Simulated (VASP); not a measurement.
Input of a VASP 6.6.1 run:

INCAR

```
PREC = Accurate ; ENCUT = 520
EDIFF = 1E-7 ; ISMEAR = 0
SIGMA = 0.05 ; LREAL = Auto
LASPH = True ; NELM = 150
ALGO = Normal ; ISIF = 2
LWAVE = False ; LCHARG = False
ISPIN = 2 ; MAGMOM = 0 0 0 0 0 0 0 0 0 0 0 0 0 0 0 0 0 0 0 0 0 0 0 0 0 0 0 0 0 0 1
LORBIT = 11 ; GGA = PE
NBANDS = 74
```

Contents of KPOINTS:

```
Automatic mesh
0
Gamma
  2 2 1
```

File POSCAR:

```
H10C20Cl
1.0
    5.0487420000      0.0000000000      0.0000000000
    0.0000000000      5.0487420000      0.0000000000
    0.0000000000      0.0000000000     17.8355610000
H C Cl
10 20 1
Direct
    0.4277868000      0.0000000000      0.0560678000
    0.0722132000      0.0000000000      0.0560678000
    0.9277868000      0.0000000000      0.0560678000
    0.5722132000      0.0000000000      0.0560678000
    0.4277868000      0.5000000000      0.0560678000
    0.0722132000      0.5000000000      0.0560678000
    0.9277868000      0.5000000000      0.0560678000
    0.5722132000      0.5000000000      0.0560678000
    0.2500570608      0.4922988810      0.3454270941
    0.7500079957      0.4935311978      0.3446627657
    0.2500000000      0.0000000000      0.0916540000
    0.7500000000      0.0000000000      0.0916540000
    0.2500000000      0.5000000000      0.0916540000
    0.7500000000      0.5000000000      0.0916540000
    0.2500000000      0.2500000000      0.1416945000
    0.7500000000      0.2500000000      0.1416945000
    0.2500000000      0.7500000000      0.1416945000
    0.7500000000      0.7500000000      0.1416945000
   -0.0007383305      0.2514495264      0.1879907994
    0.5007328148      0.2514835859      0.1879880130
   -0.0001822562      0.7496502416      0.1957068165
    0.5002170281      0.7496833668      0.1957105929
    0.0007188435      0.0145158713      0.2432537580
    0.4992852444      0.0145091352      0.2432524308
   -0.0002571094      0.4842557193      0.2426091273
    0.5002523819      0.4842731938      0.2426055847
    0.2499954496      0.0954941990      0.2837436172
    0.7500086569      0.0925379661      0.2883579093
    0.2499991414      0.4112309454      0.2883190174
    0.7499871767      0.4138400348      0.2877668120
    0.7500101264      0.9753592099      0.3842978085
```

Potentials or basis: VASP PAW PBE potentials, release 64 (H, C, Cl).

Run with:

```bash
$ cat potpaw_PBE.64/H/POTCAR potpaw_PBE.64/C/POTCAR potpaw_PBE.64/Cl/POTCAR > POTCAR
$ mpirun -np 1 vasp_std > vasp.out
```

(1) What does it give for the net moment?

(2) Estimate the band gap on the k mesh.

Results:

(1) 1.00 μB per cell.

(2) 0.84 eV.

Caveat: the k points lie up to 0.62 Å⁻¹ apart; there is no dipole correction, which matters where the two faces differ.
